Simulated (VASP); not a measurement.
Input of a VASP 6.6.1 run:

File INCAR:

```
ALGO = Normal
EDIFF = 1E-7
ENCUT = 520
GGA = PE
ISIF = 2
ISMEAR = -1
LASPH = True
LCHARG = False
LREAL = False
LWAVE = False
NBANDS = 16
NELM = 60
PREC = Accurate
SIGMA = 0.05
```

Contents of KPOINTS:

```
k-points
0
Gamma
  12 12 6
```

File POSCAR:

```
BN
1.0
    2.5360000000      0.0000000000      0.0000000000
   -1.2680000000      2.1962400000      0.0000000000
    0.0000000000      0.0000000000      4.2129966667
B N
2 2
Direct
    0.6666666667      0.3333333333      0.0000000000
    0.3333333333      0.6666666667      0.5000000000
    0.6666666667      0.3333333333      0.3750000000
    0.3333333333      0.6666666667      0.8750000000
```

Potentials or basis: VASP PAW PBE potentials, release 64 (B, N).

Run with:

```bash
$ cat potpaw_PBE.64/B/POTCAR potpaw_PBE.64/N/POTCAR > POTCAR
$ mpirun -np 1 vasp_std > vasp.out
```

Question: Estimate the band gap on the k mesh.

Answer: 5.19 eV, indirect (least direct gap 8.34 eV).

Question: What does it give for the largest force?

Answer: 0.059 eV/Å.

Forces on the atoms (eV/Å):
```
B    0.000  0.000  0.059
B    0.000  0.000  0.059
N    0.000  0.000 -0.059
N    0.000  0.000 -0.059
```

A k mesh can miss the band edges. Expect the measured gap to be larger: semilocal functionals such as PBE lack the derivative discontinuity.
